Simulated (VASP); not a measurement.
VO2:

```xyz
6
Lattice="4.4463 0.0000 0.0000 0.0000 4.4463 0.0000 0.0000 0.0000 3.0033" Properties=species:S:1:pos:R:3 pbc="T T T"
V     2.2231    2.2231    1.5017
V     0.0000    0.0000    0.0000
O     0.8908    3.5554    1.5017
O     3.5554    0.8908    1.5017
O     3.1140    3.1140    0.0000
O     1.3323    1.3323    0.0000
```

Base run:

| Property | Result |
| --- | --- |
| Program | VASP 6.6.1 |
| Functional | PBE exchange alone |
| Potentials or basis | VASP PAW PBE potentials, release 64 (V_sv, O) |
| Cutoff | 600 eV |
| k mesh | 6 × 6 × 9 |
| Occupations | fermi-dirac, width 0.05 eV |
| Spin | collinear spin, ferromagnetic start |
| Starting moments | [2.0, 2.0, 0.0, 0.0, 0.0, 0.0] μB |

Its results: band gap on the k mesh zero (filled and empty bands overlap); pressure 22.8 GPa; net moment 2.00 μB per cell; site moments V +1.12; O -0.09 μB; largest force 0.140 eV/Å.

Question: The run is repeated on the same cell with these changes: functional from PBE exchange alone to PBE. What comes out?

Answer: Band gap on the k mesh zero (filled and empty bands overlap); pressure 0.7 GPa; net moment 2.00 μB per cell; site moments V +1.07; O -0.06 μB; largest force 0.228 eV/Å.

Caveats: semilocal functionals often make such compounds metallic where correlation or magnetic order opens a gap, which also shifts bond lengths; the stress differs along the axes, from 12 to 28 GPa (at least some runs); the stress differs along the axes, from -12 to 7 GPa (at least some runs).
